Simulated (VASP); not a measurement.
# Na3H (Pmmm) in VASP: further runs

The runs below take Na3H through single point, with PBE.

Everything below comes from runs of VASP 6.6.1. Logs are shortened: lines on timing, memory, paths and dates and some standing lists are left out, and cuts for length are marked.

### 1 The cell of the first run

The structure is orthorhombic, space group Pmmm (No. 47). The conventional cell has a = 2.522 Å, b = 3.959 Å, c = 7.618 Å, α = 90.00°, β = 90.00°, γ = 90.00°. Within 3.1 Å of Na (site symmetry mmm) lie 4 Na at 2.38 to 2.52 Å. Na (site symmetry mm2) has 2 H at 1.91 Å and 1 Na at 2.38 Å within 2.5 Å. Within 2.5 Å of H (site symmetry mmm) lie 4 Na at 1.91 Å.

### 2 Single point, PBE

File INCAR:

```
  ALGO = Normal
  EDIFF = 1E-7
  ENCUT = 520
  GGA = PE
  ISIF = 2
  ISMEAR = 0
  LASPH = T
  LCHARG = T
  LELF = T
  LREAL = F
  LVHAR = T
  LWAVE = F
  NBANDS = 19
  NELM = 100
  PREC = Accurate
  SIGMA = 0.1
```

File KPOINTS:

```
k-points
0
Gamma
  6 4 2
```

File POSCAR:

```
Na3H
1.0
    2.5218626600      0.0000000000      0.0000000000
    0.0000000000      3.9590129900      0.0000000000
    0.0000000000      0.0000000000      7.6183511800
Na H
3 1
Direct
    0.5000000000      0.0000000000      0.0000000000
    0.5000000000      0.0000000000      0.6877655800
    0.5000000000      0.0000000000      0.3122344200
    0.0000000000      0.0000000000      0.5000000000
```

Potentials or basis: VASP PAW PBE potentials, release 64 (Na_pv, H).

Launch:

```console
$ cat potpaw_PBE.64/Na_pv/POTCAR potpaw_PBE.64/H/POTCAR > POTCAR
$ mpirun -np 1 vasp_std > vasp.out
```

OUTCAR:

```text
EDIFF = 1E-7
   ENCUT = 520
   GGA = PE
   ISIF = 2
   ISMEAR = 0
   LASPH = T
   LREAL = F
   NELM = 100
   PREC = Accurate

 ion  position               nearest neighbor table
   1  0.500  0.000  0.000-   2 2.38   3 2.38
   2  0.500  0.000  0.688-   1 2.38
   3  0.500  0.000  0.312-   1 2.38
   4  0.000  0.000  0.500-

  LATTYP: Found a simple orthorhombic cell.
 ALAT       =     2.5218626600
 B/A-ratio  =     1.5698765253
 C/A-ratio  =     3.0209223130

  Lattice vectors:

 A1 = (   2.5218626600,   0.0000000000,   0.0000000000)
 A2 = (   0.0000000000,   3.9590129900,   0.0000000000)
 A3 = (   0.0000000000,   0.0000000000,   7.6183511800)

Analysis of symmetry for initial positions (statically):
=====================================================================
 Subroutine PRICEL returns:
 Original cell was already a primitive cell.

 Routine SETGRP: Setting up the symmetry group for a
 simple orthorhombic supercell.

 Subroutine GETGRP returns: Found  8 space group operations
 (whereof  8 operations were pure point group operations)
 out of a pool of  8 trial point group operations.

The static configuration has the point symmetry D_2h.

Analysis of symmetry for dynamics (positions and initial velocities):
=====================================================================
 Subroutine PRICEL returns:
 Original cell was already a primitive cell.

 Routine SETGRP: Setting up the symmetry group for a
 simple orthorhombic supercell.

 Subroutine GETGRP returns: Found  8 space group operations
 (whereof  8 operations were pure point group operations)
 out of a pool of  8 trial point group operations.

The dynamic configuration has the point symmetry D_2h.

 Subroutine INISYM returns: Found  8 space group operations
 (whereof  8 operations are pure point group operations),
 and found     1 'primitive' translations

----------------------------------------------------------------------------------------

                                     Primitive cell

  volume of cell :      76.0623

  direct lattice vectors                    reciprocal lattice vectors
     2.521862660  0.000000000  0.000000000     0.396532300  0.000000000  0.000000000
     0.000000000  3.959012990  0.000000000     0.000000000  0.252588209  0.000000000
     0.000000000  0.000000000  7.618351180     0.000000000  0.000000000  0.131261998

  length of vectors
     2.521862660  3.959012990  7.618351180     0.396532300  0.252588209  0.131261998

  position of ions in fractional coordinates (direct lattice)
     0.500000000  0.000000000  0.000000000
     0.500000000  0.000000000  0.687765580
     0.500000000  0.000000000  0.312234420
     0.000000000  0.000000000  0.500000000

  ion indices of the primitive-cell ions
   primitive index   ion index
                 1           1
                 2           2
                 3           3
                 4           4

----------------------------------------------------------------------------------------

 KPOINTS: k-points

Automatic generation of k-mesh.
 Grid dimensions read from file:
 generate k-points for:    6    4    2

 Generating k-lattice:

  Cartesian coordinates                     Fractional coordinates (reciprocal lattice)
     0.066088717  0.000000000  0.000000000     0.166666667  0.000000000  0.000000000
     0.000000000  0.063147052  0.000000000     0.000000000  0.250000000  0.000000000
     0.000000000  0.000000000  0.065630999     0.000000000  0.000000000  0.500000000

  Length of vectors
     0.066088717  0.063147052  0.065630999

  Shift w.r.t. Gamma in fractional coordinates (k-lattice)
     0.000000000  0.000000000  0.000000000

 Subroutine IBZKPT returns following result:
 ===========================================

 Found     24 irreducible k-points:

 Following reciprocal coordinates:
            Coordinates               Weight
  0.000000  0.000000  0.000000      1.000000
  0.166667  0.000000  0.000000      2.000000
  0.333333  0.000000  0.000000      2.000000
  0.500000  0.000000  0.000000      1.000000
  0.000000  0.250000  0.000000      2.000000
  0.166667  0.250000  0.000000      4.000000
[... 16 lines left out ...]
  0.333333  0.500000  0.500000      2.000000
  0.500000  0.500000  0.500000      1.000000
   k-points           NKPTS =     24   k-points in BZ     NKDIM =     24   number of bands    NBANDS=     19
   number of dos      NEDOS =    301   number of ions     NIONS =      4
   total plane-waves  NPLWV =  36000
   dimension x,y,z NGX =    20 NGY =   30 NGZ =   60
   dimension x,y,z NGXF=    40 NGYF=   60 NGZF=  120
   ions per type =               3   1
   NGX,Y,Z   is equivalent  to a cutoff of  13.18, 12.60, 13.09 a.u.
   NGXF,Y,Z  is equivalent  to a cutoff of  26.37, 25.20, 26.19 a.u.
 SYSTEM =  unknown system
   PREC   = accura    normal or accurate (medium, high low for compatibility)
   ISTART =      0    job   : 0-new  1-cont  2-samecut
   ICHARG =      2    charge: 1-file 2-atom 10-const
   ISPIN  =      1    spin polarized calculation?
   LNONCOLLINEAR =      F non collinear calculations
   LSORBIT =      F    spin-orbit coupling
   LASPH  =      T    aspherical Exc in radial PAW
   ENCUT  =  520.0 eV  38.22 Ry    6.18 a.u.   4.69  7.36 14.17*2*pi/ulx,y,z
   NELM   =    100;   NELMIN=  2; NELMDL= -5     # of ELM steps
   EDIFF  = 0.1E-06   stopping-criterion for ELM
   LREAL  =      F    real-space projection
   EDIFFG = 0.1E-05   stopping-criterion for IOM
   NSW    =      0    number of steps for IOM
   IBRION =     -1    ionic relax: 0-MD 1-quasi-New 2-CG
   NFREE  =      0    steps in history (QN), initial steepest desc. (CG)
   ISIF   =      2    stress and relaxation
   ISYM   =      2    0-nonsym 1-usesym 2-fastsym
   POTIM  = 0.5000    time-step for ionic-motion
   TEBEG  =    0.0;   TEEND  =   0.0 temperature during run
   PSTRESS=    0.0 pullay stress
   NELECT =      22.0000    total number of electrons
   NUPDOWN=      -1.0000    fix difference up-down
   EMIN   =  10.00;   EMAX   =-10.00  energy-range for DOS
   EFERMI =   0.00;   METHOD = LEGACY
   ISMEAR =     0;   SIGMA  =   0.10  broadening in eV -4-tet -1-fermi 0-gaus
   EFERMI_NEDOS =   21; number of points for ismear=-14 and -15
   IALGO  =     38    algorithm
   IMIX   =      4    mixing-type and parameters
     AMIX     =   0.40;   BMIX     =  1.00
     AMIX_MAG =   1.60;   BMIX_MAG =  1.00
  volume/ion in A,a.u.               =      19.02       128.32
  Fermi-wavevector in a.u.,A,eV,Ry     =   1.082661  2.045933 15.948143  1.172155
  Thomas-Fermi vector in A             =   2.218708
   LORBIT       =      0    0 simple, 1 ext, 2 COOP (PROOUT), +10 PAW based schemes
   GGA     = PE    functional components
   LHFCALC =     F    Hartree Fock is set to
   AEXX    =    0.0000 exact exchange contribution
   IVDW    =     0    specifies the selected vdW correction
   LEPSILON=     F    determine dielectric tensor
   LRPA    =     F    only Hartree local field effects (RPA)
 non-spin polarized calculation
 Gauss-broadening in eV      SIGMA  =   0.10
  energy-cutoff  :      520.00
  volume of cell :       76.06
 maximum number of plane-waves:      2072
 NGX is ok and might be reduce to    20
   NGX =  9   NGY = 15   NGZ = 29

 number of electron      21.9999999 magnetization

 Free energy of the ion-electron system (eV)
  ---------------------------------------------------
  ext. energy  EPLUGINS =         0.00000000
  ---------------------------------------------------
  free energy    TOTEN  =        -4.37317480 eV

  energy without entropy =       -4.36213514  energy(sigma->0) =       -4.36765497

 E-fermi :   1.5607     XC(G=0):  -7.5878

 val. band max:        1.5203886557   @ k =   0.1667   0.2500   0.0000
 cond. band min:       1.6286276781   @ k =   0.0000   0.2500   0.5000
 fundamental gap:      0.1082390224
 Fermi energy:         1.5606606558

 k-point     1 :       0.0000    0.0000    0.0000
  band No.  band energies     occupation
      1     -24.3346      2.00000
      2     -23.9642      2.00000
      3     -23.8076      2.00000
      4     -23.5398      2.00000
      5     -23.3960      2.00000
      6     -23.3859      2.00000
[... 11 lines left out ...]
     18       8.7129      0.00000
     19       9.9835      0.00000

 k-point     2 :       0.1667    0.0000    0.0000
  band No.  band energies     occupation
      1     -24.3096      2.00000
      2     -23.9584      2.00000
      3     -23.9445      2.00000
      4     -23.5109      2.00000
      5     -23.3761      2.00000
      6     -23.3664      2.00000
[... 11 lines left out ...]
     18       9.2800      0.00000
     19      10.4044      0.00000

 k-point     3 :       0.3333    0.0000    0.0000
  band No.  band energies     occupation
      1     -24.2591      2.00000
      2     -24.2517      2.00000
      3     -23.9049      2.00000
      4     -23.6092      2.00000
      5     -23.5837      2.00000
      6     -23.4507      2.00000
[... 11 lines left out ...]
     18       9.8417      0.00000
     19      10.5379      0.00000

 k-point     4 :       0.5000    0.0000    0.0000
  band No.  band energies     occupation
      1     -24.3949      2.00000
      2     -24.2333      2.00000
      3     -23.8850      2.00000
      4     -23.7558      2.00000
      5     -23.7271      2.00000
      6     -23.4225      2.00000
[... 11 lines left out ...]
     18      11.1481      0.00000
     19      12.5676      0.00000

 k-point     5 :       0.0000    0.2500    0.0000
  band No.  band energies     occupation
      1     -24.3339      2.00000
      2     -23.9702      2.00000
      3     -23.8074      2.00000
      4     -23.5390      2.00000
      5     -23.4021      2.00000
      6     -23.3916      2.00000
[... 11 lines left out ...]
     18      11.1816      0.00000
     19      12.3749      0.00000

 k-point     6 :       0.1667    0.2500    0.0000
  band No.  band energies     occupation
      1     -24.3089      2.00000
      2     -23.9581      2.00000
      3     -23.9499      2.00000
      4     -23.5101      2.00000
      5     -23.3817      2.00000
      6     -23.3717      2.00000
[... 11 lines left out ...]
     18      11.3858      0.00000
     19      12.8886      0.00000

 k-point     7 :       0.3333    0.2500    0.0000
  band No.  band energies     occupation
      1     -24.2585      2.00000
      2     -24.2511      2.00000
      3     -23.9093      2.00000
      4     -23.6085      2.00000
      5     -23.5831      2.00000
      6     -23.4502      2.00000
[... 11 lines left out ...]
     18      10.2781      0.00000
     19      10.6749      0.00000

 k-point     8 :       0.5000    0.2500    0.0000
  band No.  band energies     occupation
      1     -24.3940      2.00000
      2     -24.2329      2.00000
      3     -23.8890      2.00000
      4     -23.7549      2.00000
      5     -23.7264      2.00000
      6     -23.4220      2.00000
[... 256 lines left out ...]
 k-point    20 :       0.5000    0.2500    0.5000
  band No.  band energies     occupation
      1     -24.3937      2.00000
      2     -24.2429      2.00000
      3     -23.8889      2.00000
      4     -23.7616      2.00000
      5     -23.7200      2.00000
      6     -23.3233      2.00000
[... 11 lines left out ...]
     18       9.3189      0.00000
     19      10.1790      0.00000

 k-point    21 :       0.0000    0.5000    0.5000
  band No.  band energies     occupation
      1     -24.3481      2.00000
      2     -23.9760      2.00000
      3     -23.8073      2.00000
      4     -23.4129      2.00000
      5     -23.4031      2.00000
      6     -23.3990      2.00000
[... 11 lines left out ...]
     18      13.0388      0.00000
     19      14.2201      0.00000

 k-point    22 :       0.1667    0.5000    0.5000
  band No.  band energies     occupation
      1     -24.3218      2.00000
      2     -23.9576      2.00000
      3     -23.9553      2.00000
      4     -23.3917      2.00000
      5     -23.3832      2.00000
      6     -23.3784      2.00000
[... 11 lines left out ...]
     18      13.3643      0.00000
     19      14.0082      0.00000

 k-point    23 :       0.3333    0.5000    0.5000
  band No.  band energies     occupation
      1     -24.2690      2.00000
      2     -24.2502      2.00000
      3     -23.9137      2.00000
      4     -23.6127      2.00000
      5     -23.5778      2.00000
      6     -23.3489      2.00000
[... 11 lines left out ...]
     18       9.7765      0.00000
     19      10.5690      0.00000

 k-point    24 :       0.5000    0.5000    0.5000
  band No.  band energies     occupation
      1     -24.3929      2.00000
      2     -24.2424      2.00000
      3     -23.8929      2.00000
      4     -23.7607      2.00000
      5     -23.7193      2.00000
      6     -23.3275      2.00000
[... 11 lines left out ...]
     18       7.9738      0.00000
     19      10.5745      0.00000

------------------------ aborting loop because EDIFF is reached ----------------------------------------

  FORCE on cell =-STRESS in cart. coord.  units (eV):
  Direction    XX          YY          ZZ          XY          YZ          ZX
  --------------------------------------------------------------------------------------
  -------------------------------------------------------------------------------------
  Total       11.3785925     -1.1219050     10.6223791     -0.0000000      0.0000000      0.0000000
  in kB      239.6788875    -23.6318284    223.7499939     -0.0000000      0.0000000      0.0000000
  external PRESSURE =     146.5990176 kB  Pullay stress =       0.0000000 kB

 VOLUME and BASIS-vectors are now :
 -----------------------------------------------------------------------------
  energy-cutoff  :      520.00
  volume of cell :       76.06
      direct lattice vectors                 reciprocal lattice vectors
     2.521862660  0.000000000  0.000000000     0.396532300  0.000000000  0.000000000
     0.000000000  3.959012990  0.000000000     0.000000000  0.252588209  0.000000000
     0.000000000  0.000000000  7.618351180     0.000000000  0.000000000  0.131261998

 POSITION                                       TOTAL-FORCE (eV/Angst)
 -----------------------------------------------------------------------------------
      1.26093      0.00000      0.00000         0.000000      0.000000      0.000000
      1.26093      0.00000      5.23964         0.000000      0.000000     -0.340703
      1.26093      0.00000      2.37871         0.000000      0.000000      0.340703
      0.00000      0.00000      3.80918         0.000000      0.000000      0.000000
 -----------------------------------------------------------------------------------
    total drift:                               -0.000000      0.000000     -0.000000

  FREE ENERGIE OF THE ION-ELECTRON SYSTEM (eV)
  ---------------------------------------------------
  free  energy   TOTEN  =        -4.3731748034 eV

  energy  without entropy=       -4.3621351426  energy(sigma->0) =       -4.36765497
```

Wall time 18 s (1 thread of Intel Xeon Platinum 8375C at 2.90GHz (Ice Lake), shared host); peak memory 0.18 GiB.

Results:

```yaml
Free_energy: -4.3732 eV
Pressure: 14.7 GPa
Largest_force: 0.341 eV/Å
Band_gap_on_the_k_mesh: zero (band 11 reaches 4.98 eV, above the bottom of band 12 at 0.31 eV)
```

Forces on the atoms (eV/Å):
```
Na   0.000  0.000  0.000
Na   0.000  0.000 -0.341
Na   0.000  0.000  0.341
H    0.000  0.000  0.000
```

Stress tensor (GPa, compression positive):
```
23.97  0.00  0.00
 0.00 -2.36  0.00
 0.00  0.00 22.37
```

Caveat: the k points lie up to 0.42 Å⁻¹ apart.

(Continued in part 2 of 2.)
